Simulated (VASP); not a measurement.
# H3Cl in VASP: further runs

Runs on H3Cl. Level: PBE+D3(BJ). Tasks: single point, molecular dynamics.

Everything below comes from runs of VASP 6.6.1. Logs are shortened: lines on timing, memory, paths and dates and some standing lists are left out, and cuts for length are marked.

## 1. The cell of the first run

The cell holds an amorphous packing of atoms, 12 atoms: a = 6.240 Å, b = 6.240 Å, c = 6.240 Å, α = 90.00°, β = 90.00°, γ = 90.00°.

## 2. Single point, PBE+D3(BJ)

The input, INCAR:

```
SYSTEM = H3Cl
PREC     = Accurate       ! precision mode
ENCUT    = 520            ! plane-wave cutoff, eV
EDIFF    = 1E-7           ! SCF threshold, eV
ISMEAR   = -1             ! smearing method
SIGMA    = 0.002          ! smearing width, eV
LREAL    = .False.        ! projectors in reciprocal space
LASPH    = .True.         ! aspherical terms in the spheres
NELM     = 80             ! most SCF steps
ALGO     = Normal         ! electronic algorithm
ISIF     = 2              ! what is computed and relaxed
LWAVE    = .False.        ! write WAVECAR
LCHARG   = .False.        ! write CHGCAR
GGA      = PE             ! functional
IVDW     = 12             ! dispersion correction
NBANDS   = 27             ! bands
```

The input, KPOINTS:

```
Automatic mesh
0
Gamma
  1 1 1
  0 0 0
```

The input, POSCAR:

```
H3Cl
1.0
    6.2402510000      0.0000000000      0.0000000000
    0.0000000000      6.2402510000      0.0000000000
    0.0000000000      0.0000000000      6.2402510000
H Cl
9 3
Direct
    0.5662913239      0.7559471566      0.6025398658
    0.4578020980      0.7820999508      0.6525699046
    0.4684907706      0.5326067814      1.1679177648
    0.4805095180      0.5460036784      1.2860540385
    0.0786987575      0.7716997281      0.7310122622
    0.0702696093      0.8408956627      0.6410319072
    0.8020510713      0.4717117949      0.3072953315
    0.4943551149      0.1752653860      0.5318856565
    0.4650614214     -0.0528023632     -0.0562958125
    1.0101837250      0.5000920636      0.2354392476
    0.6668642015      0.2306157236      0.6539160043
    0.3885420635      0.0828011566      0.0872400806
```

Potentials or basis: VASP PAW PBE potentials, release 64 (H, Cl).

Run with:

```bash
$ cat potpaw_PBE.64/H/POTCAR potpaw_PBE.64/Cl/POTCAR > POTCAR
$ mpirun -np 1 vasp_gam > vasp.out
```

OUTCAR:

```text
SYSTEM = H3Cl
   PREC = Accurate
   ENCUT = 520
   EDIFF = 1E-7
   ISMEAR = -1
   LREAL = .False.
   LASPH = .True.
   NELM = 80
   ISIF = 2
   GGA = PE
   IVDW = 12
 IVDW          = 12

 ion  position               nearest neighbor table
   1  0.566  0.756  0.603-   2 0.76
   2  0.458  0.782  0.653-   1 0.76
   3  0.468  0.533  0.168-   4 0.75
   4  0.481  0.546  0.286-   3 0.75
   5  0.079  0.772  0.731-   6 0.71
   6  0.070  0.841  0.641-   5 0.71
   7  0.802  0.472  0.307-  10 1.39
   8  0.494  0.175  0.532-  11 1.36
   9  0.465  0.947  0.944-  12 1.32
  10  0.010  0.500  0.235-   7 1.39
  11  0.667  0.231  0.654-   8 1.36
  12  0.389  0.083  0.087-   9 1.32

  LATTYP: Found a simple cubic cell.
 ALAT       =     6.2402510000

  Lattice vectors:

 A1 = (   6.2402510000,   0.0000000000,   0.0000000000)
 A2 = (   0.0000000000,   6.2402510000,   0.0000000000)
 A3 = (   0.0000000000,   0.0000000000,   6.2402510000)

Analysis of symmetry for initial positions (statically):
=====================================================================
 Subroutine PRICEL returns:
 Original cell was already a primitive cell.

 Routine SETGRP: Setting up the symmetry group for a
 simple cubic supercell.

 Subroutine GETGRP returns: Found  1 space group operations
 (whereof  1 operations were pure point group operations)
 out of a pool of 48 trial point group operations.

The static configuration has the point symmetry C_1 .

Analysis of symmetry for dynamics (positions and initial velocities):
=====================================================================
 Subroutine PRICEL returns:
 Original cell was already a primitive cell.

 Routine SETGRP: Setting up the symmetry group for a
 simple cubic supercell.

 Subroutine GETGRP returns: Found  1 space group operations
 (whereof  1 operations were pure point group operations)
 out of a pool of 48 trial point group operations.

The dynamic configuration has the point symmetry C_1 .

 Subroutine INISYM returns: Found  1 space group operations
 (whereof  1 operations are pure point group operations),
 and found     1 'primitive' translations

----------------------------------------------------------------------------------------

                                     Primitive cell

  volume of cell :     242.9999

  direct lattice vectors                    reciprocal lattice vectors
     6.240251000  0.000000000  0.000000000     0.160249964  0.000000000  0.000000000
     0.000000000  6.240251000  0.000000000     0.000000000  0.160249964  0.000000000
     0.000000000  0.000000000  6.240251000     0.000000000  0.000000000  0.160249964

  length of vectors
     6.240251000  6.240251000  6.240251000     0.160249964  0.160249964  0.160249964

  position of ions in fractional coordinates (direct lattice)
     0.566291324  0.755947157  0.602539866
     0.457802098  0.782099951  0.652569905
     0.468490771  0.532606781  0.167917765
     0.480509518  0.546003678  0.286054038
     0.078698757  0.771699728  0.731012262
     0.070269609  0.840895663  0.641031907
     0.802051071  0.471711795  0.307295332
     0.494355115  0.175265386  0.531885657
     0.465061421  0.947197637  0.943704188
     0.010183725  0.500092064  0.235439248
     0.666864201  0.230615724  0.653916004
     0.388542063  0.082801157  0.087240081

  ion indices of the primitive-cell ions
   primitive index   ion index
                 1           1
                 2           2
                 3           3
                 4           4
                 5           5
                 6           6
                 7           7
                 8           8
                 9           9
                10          10
                11          11
                12          12

----------------------------------------------------------------------------------------

 KPOINTS: Automatic mesh

Automatic generation of k-mesh.
 Grid dimensions read from file:
 generate k-points for:    1    1    1

 Generating k-lattice:

  Cartesian coordinates                     Fractional coordinates (reciprocal lattice)
     0.160249964  0.000000000  0.000000000     1.000000000  0.000000000  0.000000000
     0.000000000  0.160249964  0.000000000     0.000000000  1.000000000  0.000000000
     0.000000000  0.000000000  0.160249964     0.000000000  0.000000000  1.000000000

  Length of vectors
     0.160249964  0.160249964  0.160249964

  Shift w.r.t. Gamma in fractional coordinates (k-lattice)
     0.000000000  0.000000000  0.000000000

 Subroutine IBZKPT returns following result:
 ===========================================

 Found      1 irreducible k-points:

 Following reciprocal coordinates:
            Coordinates               Weight
  0.000000  0.000000  0.000000      1.000000
   k-points           NKPTS =      1   k-points in BZ     NKDIM =      1   number of bands    NBANDS=     27
   number of dos      NEDOS =    301   number of ions     NIONS =     12
   total plane-waves  NPLWV = 110592
   dimension x,y,z NGX =    48 NGY =   48 NGZ =   48
   dimension x,y,z NGXF=    96 NGYF=   96 NGZF=   96
   ions per type =               9   3
   NGX,Y,Z   is equivalent  to a cutoff of  12.79, 12.79, 12.79 a.u.
   NGXF,Y,Z  is equivalent  to a cutoff of  25.58, 25.58, 25.58 a.u.
 SYSTEM =  H3Cl
   PREC   = accura    normal or accurate (medium, high low for compatibility)
   ISTART =      0    job   : 0-new  1-cont  2-samecut
   ICHARG =      2    charge: 1-file 2-atom 10-const
   ISPIN  =      1    spin polarized calculation?
   LNONCOLLINEAR =      F non collinear calculations
   LSORBIT =      F    spin-orbit coupling
   LASPH  =      T    aspherical Exc in radial PAW
   ENCUT  =  520.0 eV  38.22 Ry    6.18 a.u.  11.60 11.60 11.60*2*pi/ulx,y,z
   NELM   =     80;   NELMIN=  2; NELMDL= -5     # of ELM steps
   EDIFF  = 0.1E-06   stopping-criterion for ELM
   LREAL  =      F    real-space projection
   EDIFFG = 0.1E-05   stopping-criterion for IOM
   NSW    =      0    number of steps for IOM
   IBRION =     -1    ionic relax: 0-MD 1-quasi-New 2-CG
   NFREE  =      0    steps in history (QN), initial steepest desc. (CG)
   ISIF   =      2    stress and relaxation
   ISYM   =      2    0-nonsym 1-usesym 2-fastsym
   POTIM  = 0.5000    time-step for ionic-motion
   TEBEG  =    0.0;   TEEND  =   0.0 temperature during run
   PSTRESS=    0.0 pullay stress
   NELECT =      30.0000    total number of electrons
   NUPDOWN=      -1.0000    fix difference up-down
   EMIN   =  10.00;   EMAX   =-10.00  energy-range for DOS
   EFERMI =   0.00;   METHOD = LEGACY
   ISMEAR =    -1;   SIGMA  =   0.00  broadening in eV -4-tet -1-fermi 0-gaus
   EFERMI_NEDOS =   21; number of points for ismear=-14 and -15
   IALGO  =     38    algorithm
   IMIX   =      4    mixing-type and parameters
     AMIX     =   0.40;   BMIX     =  1.00
     AMIX_MAG =   1.60;   BMIX_MAG =  1.00
  volume/ion in A,a.u.               =      20.25       136.65
  Fermi-wavevector in a.u.,A,eV,Ry     =   0.815167  1.540442  9.041031  0.664497
  Thomas-Fermi vector in A             =   1.925206
   LORBIT       =      0    0 simple, 1 ext, 2 COOP (PROOUT), +10 PAW based schemes
   GGA     = PE    functional components
   LHFCALC =     F    Hartree Fock is set to
   AEXX    =    0.0000 exact exchange contribution
   IVDW    =    12    specifies the selected vdW correction
   LEPSILON=     F    determine dielectric tensor
   LRPA    =     F    only Hartree local field effects (RPA)
 non-spin polarized calculation
  energy-cutoff  :      520.00
  volume of cell :      243.00
 maximum number of plane-waves:      3310
 NGX is ok and might be reduce to    48
   NGX = 23   NGY = 23   NGZ = 23

 number of electron      29.9999999 magnetization

 Free energy of the ion-electron system (eV)
  ---------------------------------------------------
  ext. energy  EPLUGINS =         0.00000000
  ---------------------------------------------------
  free energy    TOTEN  =       -38.59285233 eV

  energy without entropy =      -38.59285233  energy(sigma->0) =      -38.59285233

 E-fermi :  -4.5899     XC(G=0):  -5.5888

 val. band max:       -4.6458217199   @ k =   0.0000   0.0000   0.0000
 cond. band min:       1.0665521344   @ k =   0.0000   0.0000   0.0000
 fundamental gap:      5.7123738543
 Fermi energy:        -4.5899223514

 k-point     1 :       0.0000    0.0000    0.0000
  band No.  band energies     occupation
      1     -18.3661      2.00000
      2     -18.0875      2.00000
      3     -17.7702      2.00000
      4      -9.0209      2.00000
      5      -8.8231      2.00000
      6      -8.4650      2.00000
[... 19 lines left out ...]
     26       6.0621      0.00000
     27       6.3741      0.00000

------------------------ aborting loop because EDIFF is reached ----------------------------------------

 Edisp (eV)   -0.43652

 E8    (eV) :    -0.1126

  FORCE on cell =-STRESS in cart. coord.  units (eV):
  Direction    XX          YY          ZZ          XY          YZ          ZX
  --------------------------------------------------------------------------------------
  -------------------------------------------------------------------------------------
  Total      -4.77987    -0.64126    -0.50609    -0.17840    -1.28854    -0.35849
  in kB     -31.51526    -4.22803    -3.33679    -1.17622    -8.49579    -2.36361
  external pressure =      -13.03 kB  Pullay stress =        0.00 kB

 VOLUME and BASIS-vectors are now :
 -----------------------------------------------------------------------------
  energy-cutoff  :      520.00
  volume of cell :      243.00
      direct lattice vectors                 reciprocal lattice vectors
     6.240251000  0.000000000  0.000000000     0.160249964  0.000000000  0.000000000
     0.000000000  6.240251000  0.000000000     0.000000000  0.160249964  0.000000000
     0.000000000  0.000000000  6.240251000     0.000000000  0.000000000  0.160249964

 POSITION                                       TOTAL-FORCE (eV/Angst)
 -----------------------------------------------------------------------------------
      3.53380      4.71730      3.76000        -0.292461      0.074312      0.240394
      2.85680      4.88050      4.07220         0.387924     -0.163990     -0.228538
      2.92350      3.32360      1.04785        -0.014109     -0.100289     -0.396507
      2.99850      3.40720      1.78505         0.004190      0.080453      0.349841
      0.49110      4.81560      4.56170         0.074372     -0.941236      1.273889
      0.43850      5.24740      4.00020        -0.144860      0.940943     -1.227951
      5.00500      2.94360      1.91760         1.742164      0.218983     -0.674844
      3.08490      1.09370      3.31910         1.428147      0.432564      0.949238
      2.90210      5.91075      5.88895        -0.238727      0.592167      0.684178
      0.06355      3.12070      1.46920        -1.721066     -0.139325      0.596532
      4.16140      1.43910      4.08060        -1.382738     -0.243988     -1.192852
      2.42460      0.51670      0.54440         0.157165     -0.750594     -0.373380
 -----------------------------------------------------------------------------------
    total drift:                                0.000233      0.000105      0.000049

  FREE ENERGIE OF THE ION-ELECTRON SYSTEM (eV)
  ---------------------------------------------------
  free  energy   TOTEN  =       -39.0293726818 eV

  energy  without entropy=      -39.0293726818  energy(sigma->0) =      -39.02937268
```

Run time: 37 s. Hardware: 1 thread of AMD EPYC 7R13, shared host; peak memory 0.27 GiB.

Results:

* Free energy: -39.0294 eV
* Pressure: -1.3 GPa
* Largest force: 1.881 eV/Å
* Band gap on the k mesh: 5.71 eV
* Dispersion energy per atom: -0.036 eV

Forces in eV/Å, atoms in the order of the input:
```
H   -0.292  0.074  0.240
H    0.388 -0.164 -0.229
H   -0.014 -0.100 -0.397
H    0.004  0.080  0.350
H    0.074 -0.941  1.274
H   -0.145  0.941 -1.228
H    1.742  0.219 -0.675
H    1.428  0.433  0.949
H   -0.239  0.592  0.684
Cl  -1.721 -0.139  0.597
Cl  -1.383 -0.244 -1.193
Cl   0.157 -0.751 -0.373
```

Stress tensor (GPa, compression positive):
```
-3.15 -0.12 -0.24
-0.12 -0.42 -0.85
-0.24 -0.85 -0.33
```

Levels at points of the mesh, in eV from the valence-band top:
| k point | band 13 | band 14 | band 15 | band 16 | band 17 | band 18 |
| --- | --- | --- | --- | --- | --- | --- |
| (0.00, 0.00, 0.00) | -0.34 | -0.23 | 0.00 | 5.71 | 6.61 | 6.72 |

Caveat: the k points lie up to 1.01 Å⁻¹ apart.

## 3. Molecular dynamics, PBE+D3(BJ)

The input, INCAR:

```
ALGO     = Normal         # electronic algorithm
EDIFF    = 1E-5           # SCF threshold, eV
ENCUT    = 520            # plane-wave cutoff, eV
GGA      = PE             # functional
IBRION   = 0              # ionic algorithm
ISIF     = 2              # what is computed and relaxed
ISMEAR   = -1             # smearing method
ISYM     = 0            
IVDW     = 12             # dispersion correction
LASPH    = T              # aspherical terms in the spheres
LCHARG   = T              # write CHGCAR
LREAL    = F              # projectors in reciprocal space
LWAVE    = F              # write WAVECAR
MDALGO   = 2            
NELM     = 60             # most SCF steps
NELMIN   = 4            
NSW      = 40             # ionic steps
POTIM    = 0.75           # step
PREC     = Accurate       # precision mode
RANDOM_SEED= 85255 0 0    
SIGMA    = 0.002          # smearing width, eV
SMASS    = 0            
TEBEG    = 1000.0       
TEEND    = 1000.0
```

The input, KPOINTS:

```
k-points
0
Gamma
  1 1 1
```

The input, POSCAR:

```
H3Cl
1.0
    6.2402510000      0.0000000000      0.0000000000
    0.0000000000      6.2402510000      0.0000000000
    0.0000000000      0.0000000000      6.2402510000
H Cl
9 3
Direct
    0.7380431100      0.5984934300      0.6632170100
    0.7495555900      0.6768500200      0.7617208800
    0.5112946800      0.5879803400      1.2712274300
    0.5226378400      0.6251531600      1.1593839100
    0.2258138400      1.1450148200      0.4677409300
    0.1162231400      1.0898181600      0.5137031900
    0.8969694600      0.5023944300      0.3558419400
    0.6242914600      0.0736413800      0.4793492400
    0.2866153100     -0.2195501300      0.2134416700
    0.9796866300      0.6369407900      0.2443522800
    0.7065520200      0.2102528500      0.6030580200
    0.3569387800     -0.0409560200      0.1285643200
```

Potentials or basis: VASP PAW PBE potentials, release 64 (H, Cl).

Run with:

```bash
$ cat potpaw_PBE.64/H/POTCAR potpaw_PBE.64/Cl/POTCAR > POTCAR
$ mpirun -np 1 vasp_gam > vasp.out
```

Run time: 9.4 min. Hardware: 1 thread of AMD EPYC 7R13, shared host; peak memory 0.29 GiB.

Results (log left out):

```yaml
Dispersion_energy_per_atom: -0.037 eV
```

The path:
```csv
step,potential energy change (eV),largest force (eV/Å),pressure (GPa),volume (Å³),temperature (K)
1,0.0000,3.1982,1.15,243.00,991
2,0.0317,3.5145,1.18,243.00,978
3,0.0034,2.9528,1.07,243.00,995
4,-0.0321,2.0748,0.88,243.00,1018
5,-0.0199,2.2242,0.68,243.00,1010
6,0.0230,2.1615,0.45,243.00,982
7,0.0444,2.0110,0.14,243.00,967
8,0.0544,2.1582,-0.18,243.00,958
9,0.0947,2.4293,-0.44,243.00,932
10,0.1471,2.5186,-0.62,243.00,901
11,0.1438,2.4442,-0.73,243.00,909
12,0.0646,2.1944,-0.79,243.00,969
13,-0.0412,1.7290,-0.69,243.00,1049
14,-0.1201,1.6248,-0.36,243.00,1109
15,-0.1373,1.9910,0.21,243.00,1125
16,-0.0913,2.0571,0.86,243.00,1096
17,-0.0453,2.6544,1.36,243.00,1065
18,-0.0720,3.3849,1.55,243.00,1079
19,-0.1563,3.2810,1.41,243.00,1128
20,-0.2226,2.4002,1.03,243.00,1163
21,-0.2385,1.7319,0.53,243.00,1160
22,-0.2340,1.6278,-0.03,243.00,1138
23,-0.2265,1.5080,-0.57,243.00,1108
24,-0.2039,1.7581,-0.98,243.00,1066
25,-0.1654,2.1423,-1.17,243.00,1013
26,-0.1216,2.3266,-1.15,243.00,957
27,-0.0996,2.3422,-1.01,243.00,920
28,-0.1431,2.1944,-0.85,243.00,929
29,-0.2450,1.8586,-0.69,243.00,976
30,-0.3258,1.2875,-0.46,243.00,1009
31,-0.3260,1.0245,-0.11,243.00,989
32,-0.2677,1.5918,0.29,243.00,930
33,-0.2126,1.8912,0.63,243.00,874
34,-0.1920,2.8425,0.83,243.00,845
35,-0.2092,3.1697,0.88,243.00,846
36,-0.2507,2.7168,0.81,243.00,865
37,-0.2838,1.7020,0.63,243.00,882
38,-0.2995,1.7675,0.35,243.00,892
39,-0.3204,1.5799,-0.03,243.00,905
40,-0.3357,1.3551,-0.45,243.00,915
```

Caveat: the k points lie up to 1.01 Å⁻¹ apart.
